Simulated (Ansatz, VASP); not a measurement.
## InSb3: VASP beside Ansatz

```
CELL_PARAMETERS angstrom
0.00000 3.79455 3.79455
3.79455 0.00000 3.79455
3.79455 3.79455 0.00000
ATOMIC_POSITIONS crystal
In 0.00000 0.00000 0.00000
Sb 0.25000 0.25000 0.25000
Sb 0.75000 0.75000 0.75000
Sb 0.50000 0.50000 0.50000
```

Alike in both runs: task single point; functional PBEsol; dispersion D3(BJ); k mesh 4 × 4 × 4; occupations gaussian, width 0.1 eV; no spin polarisation.

|  | VASP | Ansatz |
| --- | --- | --- |
| version | VASP 6.6.1 | Ansatz 0.2.0 |
| potentials or method | VASP PAW PBE potentials, release 64 (In_d, Sb), cutoff 500 eV | scalar-relativistic, plane waves, PAW |
| valence electrons in the cell | 28 | 58 |

|  | VASP | Ansatz | Ansatz less VASP |
| --- | --- | --- | --- |
| gap on the k mesh at the Fermi level (eV) | none | none | - |
| pressure (GPa) | -7.1 | -7.1 | +0.02 |

VASP's potentials were made for PBE, not for PBEsol. A gap of «none» marks a metal or a gap that the smearing closes. VASP's potentials hold 28 valence electrons a cell and Ansatz's 58, so a difference there can come from the potentials and not from the codes.

Spin-orbit coupling is off throughout.
